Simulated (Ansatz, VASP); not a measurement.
## Two plane-wave programs on Cu

```xyz
2
Lattice="2.5341 0.0000 0.0000 -1.2670 2.1946 0.0000 0.0000 0.0000 4.1126" Properties=species:S:1:pos:R:3 pbc="T T T"
Cu    0.0000    1.4631    1.0281
Cu    1.2670    0.7315    3.0844
```

Alike in both runs: task single point; functional BLYP; k mesh 12 × 12 × 7; occupations fermi-dirac, width 0.1 eV; no spin polarisation.

```csv
,VASP,Ansatz
version,VASP 6.6.1,Ansatz 0.2.0
potentials or method,"VASP PAW PBE potentials, release 64 (Cu), cutoff 520 eV","plane waves, PAW"
valence electrons in the cell,22,38
```

Ansatz gave:

- pressure (GPa): 16.1
- traceless stress, the component that is largest in VASP (GPa): 0.48

**Question.** Which values does VASP return?

**Answer.** Pressure (GPa): 16.9; traceless stress, the component that is largest in VASP (GPa): 0.41.

VASP's potentials were made for PBE, not for BLYP. The functional is the same, so the differences come from potentials, cutoffs and numerics. VASP's potentials hold 22 valence electrons a cell and Ansatz's 38, so a difference there can come from the potentials and not from the codes.
